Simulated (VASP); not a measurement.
# La2Hf (Fd-3m) in VASP: single point with HSE06

Aim: the single point of La2Hf with HSE06.

All numbers are computed with VASP 6.6.1; they aren't measurements. Logs are shortened: lines on timing, memory, paths and dates and some standing lists are left out, and cuts for length are marked.

## Step 1: The cell of the first run

Symmetry: Fd-3m, No. 227, cubic system. Conventional cell: a = 9.109 Å, b = 9.109 Å, c = 9.109 Å, α = 90.00°, β = 90.00°, γ = 90.00°. Hf (site symmetry -43m) has 12 La at 3.78 Å and 4 Hf at 3.94 Å within 5.0 Å. Within 4.2 Å of La (site symmetry -3m) lie 6 La at 3.22 Å and 6 Hf at 3.78 Å.

## Step 2: Single point, HSE06

POSCAR

```
La2Hf
1.0
    0.0000000000      4.5545400000      4.5545400000
    4.5545400000      0.0000000000      4.5545400000
    4.5545400000      4.5545400000      0.0000000000
Hf La
2 4
Direct
    0.0000000000      0.0000000000      0.0000000000
    0.2500000000      0.2500000000      0.2500000000
    0.6250000000      0.6250000000      0.6250000000
    0.1250000000      0.6250000000      0.6250000000
    0.6250000000      0.6250000000      0.1250000000
    0.6250000000      0.1250000000      0.6250000000
```

INCAR.step1

```
SYSTEM = La2Hf
PREC = Accurate
ENCUT = 400
EDIFF = 1E-5
ISMEAR = -1
SIGMA = 0.1
LREAL = .False.
LASPH = .True.
NELM = 200
ALGO = Normal
ISIF = 2
LWAVE = .True.
LCHARG = .False.
GGA = PE
NBANDS = 41
GGA_COMPAT = .False.
LMAXMIX = 6
```

INCAR.step2

```
SYSTEM = La2Hf
PREC = Accurate
ENCUT = 400
EDIFF = 1E-6
ISMEAR = -1
SIGMA = 0.1
LREAL = .False.
LASPH = .True.
NELM = 200
ALGO = Normal
ISIF = 2
LWAVE = .False.
LCHARG = .False.
GGA = PE
LHFCALC = .True.
HFSCREEN = 0.2079
PRECFOCK = Normal
ISTART = 1
NBANDS = 41
GGA_COMPAT = .False.
LMAXMIX = 6
```

KPOINTS

```
Automatic mesh
0
Gamma
  2 2 2
  0 0 0
```

Potentials or basis: VASP PAW PBE potentials, release 64 (Hf_pv, La).

On the command line:

```
$ cat potpaw_PBE.64/Hf_pv/POTCAR potpaw_PBE.64/La/POTCAR > POTCAR
$ cp INCAR.step1 INCAR
$ mpirun -np 1 vasp_std > vasp.out
$ cp INCAR.step2 INCAR
$ mpirun -np 1 vasp_std > vasp.out
```

OUTCAR:

```text
SYSTEM = La2Hf
   PREC = Accurate
   ENCUT = 400
   EDIFF = 1E-6
   ISMEAR = -1
   LREAL = .False.
   LASPH = .True.
   NELM = 200
   ISIF = 2
   GGA = PE
   LHFCALC = .True.
   HFSCREEN = 0.2079
   PRECFOCK = Normal
   ISTART = 1

 ion  position               nearest neighbor table
   1  0.000  0.000  0.000-   5 3.78   6 3.78   4 3.78   5 3.78   4 3.78   6 3.78   3 3.78   3 3.78
                             3 3.78   5 3.78   4 3.78   6 3.78
   2  0.250  0.250  0.250-   4 3.78   6 3.78   4 3.78   5 3.78   5 3.78   6 3.78   3 3.78   3 3.78
                             3 3.78   5 3.78   6 3.78   4 3.78
   3  0.625  0.625  0.625-   4 3.22   5 3.22   6 3.22   5 3.22   6 3.22   4 3.22   1 3.78   2 3.78
                             1 3.78   2 3.78   1 3.78   2 3.78
   4  0.125  0.625  0.625-   3 3.22   5 3.22   6 3.22   3 3.22   5 3.22   6 3.22   2 3.78   1 3.78
                             2 3.78   1 3.78   1 3.78   2 3.78
   5  0.625  0.625  0.125-   3 3.22   3 3.22   4 3.22   6 3.22   6 3.22   4 3.22   1 3.78   2 3.78
                             1 3.78   2 3.78   1 3.78   2 3.78
   6  0.625  0.125  0.625-   3 3.22   5 3.22   3 3.22   4 3.22   5 3.22   4 3.22   1 3.78   2 3.78
                             1 3.78   2 3.78   1 3.78   2 3.78

  LATTYP: Found a face centered cubic cell.
 ALAT       =     9.1090800000

  Lattice vectors:

 A1 = (   0.0000000000,   4.5545400000,   4.5545400000)
 A2 = (   4.5545400000,   0.0000000000,   4.5545400000)
 A3 = (   4.5545400000,   4.5545400000,   0.0000000000)

Analysis of symmetry for initial positions (statically):
=====================================================================
 Subroutine PRICEL returns:
 Original cell was already a primitive cell.

 Routine SETGRP: Setting up the symmetry group for a
 face centered cubic supercell.

 Subroutine GETGRP returns: Found 48 space group operations
 (whereof 24 operations were pure point group operations)
 out of a pool of 48 trial point group operations.

The static configuration has the point symmetry T_d .
 The point group associated with its full space group is O_h .

Analysis of symmetry for dynamics (positions and initial velocities):
=====================================================================
 Subroutine PRICEL returns:
 Original cell was already a primitive cell.

 Routine SETGRP: Setting up the symmetry group for a
 face centered cubic supercell.

 Subroutine GETGRP returns: Found 48 space group operations
 (whereof 24 operations were pure point group operations)
 out of a pool of 48 trial point group operations.

The dynamic configuration has the point symmetry T_d .
 The point group associated with its full space group is O_h .

 Subroutine INISYM returns: Found 48 space group operations
 (whereof 24 operations are pure point group operations),
 and found     1 'primitive' translations

----------------------------------------------------------------------------------------

                                     Primitive cell

  volume of cell :     188.9572

  direct lattice vectors                    reciprocal lattice vectors
     0.000000000  4.554540000  4.554540000    -0.109780571  0.109780571  0.109780571
     4.554540000  0.000000000  4.554540000     0.109780571 -0.109780571  0.109780571
     4.554540000  4.554540000  0.000000000     0.109780571  0.109780571 -0.109780571

  length of vectors
     6.441092238  6.441092238  6.441092238     0.190145526  0.190145526  0.190145526

  position of ions in fractional coordinates (direct lattice)
     0.000000000  0.000000000  0.000000000
     0.250000000  0.250000000  0.250000000
     0.625000000  0.625000000  0.625000000
     0.125000000  0.625000000  0.625000000
     0.625000000  0.625000000  0.125000000
     0.625000000  0.125000000  0.625000000

  ion indices of the primitive-cell ions
   primitive index   ion index
                 1           1
                 2           2
                 3           3
                 4           4
                 5           5
                 6           6

----------------------------------------------------------------------------------------

 KPOINTS: Automatic mesh

Automatic generation of k-mesh.
 Grid dimensions read from file:
 generate k-points for:    2    2    2

 Generating k-lattice:

  Cartesian coordinates                     Fractional coordinates (reciprocal lattice)
    -0.054890285  0.054890285  0.054890285     0.500000000  0.000000000  0.000000000
     0.054890285 -0.054890285  0.054890285     0.000000000  0.500000000  0.000000000
     0.054890285  0.054890285 -0.054890285     0.000000000  0.000000000  0.500000000

  Length of vectors
     0.095072763  0.095072763  0.095072763

  Shift w.r.t. Gamma in fractional coordinates (k-lattice)
     0.000000000  0.000000000  0.000000000

 Subroutine IBZKPT returns following result:
 ===========================================

 Found      3 irreducible k-points:

 Following reciprocal coordinates:
            Coordinates               Weight
  0.000000  0.000000  0.000000      1.000000
  0.500000  0.000000  0.000000      4.000000
  0.500000  0.500000  0.000000      3.000000
   k-points           NKPTS =      3   k-points in BZ     NKDIM =      8   number of bands    NBANDS=     41
   number of dos      NEDOS =    301   number of ions     NIONS =      6
   total plane-waves  NPLWV =  74088
   dimension x,y,z NGX =    42 NGY =   42 NGZ =   42
   dimension x,y,z NGXF=    84 NGYF=   84 NGZF=   84
   ions per type =               2   4
   NGX,Y,Z   is equivalent  to a cutoff of  10.84, 10.84, 10.84 a.u.
   NGXF,Y,Z  is equivalent  to a cutoff of  21.68, 21.68, 21.68 a.u.
 SYSTEM =  La2Hf
   PREC   = accura    normal or accurate (medium, high low for compatibility)
   ISTART =      1    job   : 0-new  1-cont  2-samecut
   ICHARG =      0    charge: 1-file 2-atom 10-const
   ISPIN  =      1    spin polarized calculation?
   LNONCOLLINEAR =      F non collinear calculations
   LSORBIT =      F    spin-orbit coupling
   LASPH  =      T    aspherical Exc in radial PAW
   ENCUT  =  400.0 eV  29.40 Ry    5.42 a.u.  10.50 10.50 10.50*2*pi/ulx,y,z
   NELM   =    200;   NELMIN=  2; NELMDL=  0     # of ELM steps
   EDIFF  = 0.1E-05   stopping-criterion for ELM
   LREAL  =      F    real-space projection
   EDIFFG = 0.1E-04   stopping-criterion for IOM
   NSW    =      0    number of steps for IOM
   IBRION =     -1    ionic relax: 0-MD 1-quasi-New 2-CG
   NFREE  =      0    steps in history (QN), initial steepest desc. (CG)
   ISIF   =      2    stress and relaxation
   ISYM   =      3    0-nonsym 1-usesym 2-fastsym
   POTIM  = 0.5000    time-step for ionic-motion
   TEBEG  =    0.0;   TEEND  =   0.0 temperature during run
   PSTRESS=    0.0 pullay stress
   NELECT =      64.0000    total number of electrons
   NUPDOWN=      -1.0000    fix difference up-down
   EMIN   =  10.00;   EMAX   =-10.00  energy-range for DOS
   EFERMI =   0.00;   METHOD = LEGACY
   ISMEAR =    -1;   SIGMA  =   0.10  broadening in eV -4-tet -1-fermi 0-gaus
   EFERMI_NEDOS =   21; number of points for ismear=-14 and -15
   IALGO  =     38    algorithm
   IMIX   =      1    mixing-type and parameters
     AMIX     =   0.40;   BMIX     =  1.00
     AMIX_MAG =   1.60;   BMIX_MAG =  1.00
  volume/ion in A,a.u.               =      31.49       212.52
  Fermi-wavevector in a.u.,A,eV,Ry     =   1.141161  2.156482 17.718170  1.302249
  Thomas-Fermi vector in A             =   2.277862
   LORBIT       =      0    0 simple, 1 ext, 2 COOP (PROOUT), +10 PAW based schemes
   GGA     = PE    functional components
   LHFCALC =     T    Hartree Fock is set to
   PRECFOCK=normal    Normal, Fast or Accurate (Low or Medium for compatibility)
   ENCUT4O =  -1.0   cutoff for four orbital integrals eV
   NKREDX  =     1    reduce k-point grid by
   NKREDY  =     1    reduce k-point grid by
   NKREDZ  =     1    reduce k-point grid by
   AEXX    =    0.2500 exact exchange contribution
   HFSCREEN=    0.2079 screening length (either q_TF or 0.3 A-1)
   HFSCREENC=   0.2079 screening length for correlation (either q_TF or 0.3 A-1)
   ENCUTFOCK=  -1.0 apply spherical cutoff to Coloumb kernel
   IVDW    =     0    specifies the selected vdW correction
   LEPSILON=     F    determine dielectric tensor
   LRPA    =     F    only Hartree local field effects (RPA)
 non-spin polarized calculation
  energy-cutoff  :      400.00
  volume of cell :      188.96
 maximum number of plane-waves:      3479
 NGX is ok and might be reduce to    42
  NGX = 32; NGY = 32; NGZ = 32

 number of electron      63.9999998 magnetization

 Free energy of the ion-electron system (eV)
  ---------------------------------------------------
  ext. energy  EPLUGINS =         0.00000000
  ---------------------------------------------------
  free energy    TOTEN  =       -39.23224091 eV

  energy without entropy =      -39.12252702  energy(sigma->0) =      -39.17738396

 E-fermi :   7.3655     XC(G=0):  -8.3620

 val. band max:        7.2953470750   @ k =   0.0000   0.0000   0.0000
 cond. band min:       7.6401668088   @ k =   0.5000   0.5000   0.0000
 fundamental gap:      0.3448197338
 Fermi energy:         7.3655290423

 k-point     1 :       0.0000    0.0000    0.0000
  band No.  band energies     occupation
      1     -28.3112      2.00000
      2     -27.5897      2.00000
      3     -27.5897      2.00000
      4     -27.5897      2.00000
      5     -26.9945      2.00000
      6     -26.9945      2.00000
[... 33 lines left out ...]
     40       9.3698      0.00000
     41       9.3733      0.00000

 k-point     2 :       0.5000    0.0000    0.0000
  band No.  band energies     occupation
      1     -28.1487      2.00000
      2     -27.7863      2.00000
      3     -27.5912      2.00000
      4     -27.5912      2.00000
      5     -26.9972      2.00000
      6     -26.9972      2.00000
[... 33 lines left out ...]
     40       8.8012      0.00000
     41       9.3456      0.00000

 k-point     3 :       0.5000    0.5000    0.0000
  band No.  band energies     occupation
      1     -27.9713      2.00000
      2     -27.9713      2.00000
      3     -27.5960      2.00000
      4     -27.5960      2.00000
      5     -26.9963      2.00000
      6     -26.9963      2.00000
[... 33 lines left out ...]
     40       9.2467      0.00000
     41       9.6448      0.00000

------------------------ aborting loop because EDIFF is reached ----------------------------------------

  FORCE on cell =-STRESS in cart. coord.  units (eV):
  Direction    XX          YY          ZZ          XY          YZ          ZX
  --------------------------------------------------------------------------------------
  -------------------------------------------------------------------------------------
  Total       -6.6600439     -6.6600439     -6.6600439      0.0000000      0.0000000      0.0000000
  in kB      -56.4708226    -56.4708226    -56.4708226      0.0000000      0.0000000      0.0000000
  external PRESSURE =     -56.4708226 kB  Pullay stress =       0.0000000 kB

 VOLUME and BASIS-vectors are now :
 -----------------------------------------------------------------------------
  energy-cutoff  :      400.00
  volume of cell :      188.96
      direct lattice vectors                 reciprocal lattice vectors
     0.000000000  4.554540000  4.554540000    -0.109780571  0.109780571  0.109780571
     4.554540000  0.000000000  4.554540000     0.109780571 -0.109780571  0.109780571
     4.554540000  4.554540000  0.000000000     0.109780571  0.109780571 -0.109780571

 POSITION                                       TOTAL-FORCE (eV/Angst)
 -----------------------------------------------------------------------------------
      0.00000      0.00000      0.00000        -0.000000      0.000000     -0.000000
      2.27727      2.27727      2.27727        -0.000000      0.000000     -0.000000
      5.69318      5.69318      5.69318        -0.000000      0.000000      0.000000
      5.69318      3.41590      3.41590         0.000000      0.000000      0.000000
      3.41590      3.41590      5.69318         0.000000     -0.000000      0.000000
      3.41590      5.69318      3.41590        -0.000000     -0.000000     -0.000000
 -----------------------------------------------------------------------------------
    total drift:                               -0.000007     -0.000009     -0.000011

  FREE ENERGIE OF THE ION-ELECTRON SYSTEM (eV)
  ---------------------------------------------------
  free  energy   TOTEN  =       -39.2322409122 eV

  energy  without entropy=      -39.1225270155  energy(sigma->0) =      -39.17738396
```

Run time: 20 min. Hardware: 1 thread of Intel Xeon Platinum 8375C at 2.90GHz (Ice Lake), shared host; peak memory 0.41 GiB.

Results:

* Free energy: -39.2322 eV
* Pressure: -5.6 GPa
* Band gap on the k mesh: 0.34 eV (least direct gap 0.41 eV)

Levels at points of the mesh, in eV from the valence-band top:
| k point | band 29 | band 30 | band 31 | band 32 | band 33 | band 34 | band 35 | band 36 |
| --- | --- | --- | --- | --- | --- | --- | --- | --- |
| (0.00, 0.00, 0.00) | -1.64 | -1.64 | 0.00 | 0.00 | 0.41 | 0.41 | 0.77 | 0.91 |
| (0.50, 0.00, 0.00) | -0.78 | -0.78 | -0.61 | -0.61 | 0.53 | 0.53 | 0.55 | 0.55 |
| (0.50, 0.50, 0.00) | -0.94 | -0.94 | -0.73 | -0.73 | 0.34 | 0.34 | 0.47 | 0.47 |

Caveat: the k points lie up to 0.60 Å⁻¹ apart; the PAW data sets were made with another functional, which shifts forces and pressure a little; spin-orbit coupling is left out, which moves the levels of the heavy elements. A k mesh can miss the band edges.
